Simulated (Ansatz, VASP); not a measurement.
**V in VASP and in Ansatz**

The input INCAR:

```
PREC = Accurate
ENCUT = 600
EDIFF = 1E-6
ISMEAR = 0
SIGMA = 0.1
LREAL = False
LASPH = True
NELM = 100
ALGO = Normal
ISIF = 3
LWAVE = False
LCHARG = False
IBRION = 2
NSW = 100
EDIFFG = -0.002
```

Contents of KPOINTS:

```
Automatic mesh
0
Gamma
  20 20 20
```

Contents of POSCAR:

```
V
1.0
   -1.4672033618      1.4672033618      1.4672033618
    1.4672033618     -1.4672033618      1.4672033618
    1.4672033618      1.4672033618     -1.4672033618
V
1
Direct
    0.0000000000      0.0000000000      0.0000000000
```

Input for Ansatz:

```yaml
crystal:
  lattice:
    - [-1.4672033618, 1.4672033618, 1.4672033618]
    - [1.4672033618, -1.4672033618, 1.4672033618]
    - [1.4672033618, 1.4672033618, -1.4672033618]
  atoms:
    - { symbol: V, position: [0.0, 0.0, 0.0] }
basis:
  ecutwfc: 420
kpoints:
  mp_grid: { grid: [20, 20, 20] }
hamiltonian:
  xc: lda
  pseudopotentials: { kind: paw, azcp: { folder: soft_1 } }
scf:
  occupations: { method: gaussian, width: 0.1 }
output:
  forces: true
  stress: true
  eigenvalues: true
relax:
  adjacent_minimum: "off"
  f_tol: 0.002
  max_steps: 80
  cell: { stress_tol: 0.02 }
```

Alike in both runs: task relaxation of cell and atoms; functional LDA; k mesh 20 × 20 × 20; occupations gaussian, width 0.1 eV; no spin polarisation.

|  | VASP | Ansatz |
| --- | --- | --- |
| version | VASP 6.6.1 | Ansatz 0.2.0 |
| potentials or method | VASP PAW LDA potentials, release 64 (V_sv), cutoff 600 eV | scalar-relativistic, plane waves, PAW |
| valence electrons in the cell | 13 | 13 |

Ansatz gave:

* gap on the k mesh at the Fermi level, each at its own relaxed structure (eV): none
* relaxed volume (Å³/atom): 12.53
* relaxed cell length with the largest relative difference (Å): 2.535

**Question.** Estimate VASP's values.

**Answer.** gap on the k mesh at the Fermi level, each at its own relaxed structure (eV): none; relaxed volume (Å³/atom): 12.56; relaxed cell length with the largest relative difference (Å): 2.536.

Ansatz warns that its potentials were made for another functional, while VASP's fit it. LDA's correlation is that of Perdew and Zunger in VASP and of Perdew and Wang (1992) in Ansatz. A gap of «none» marks a metal or a gap that the smearing closes.
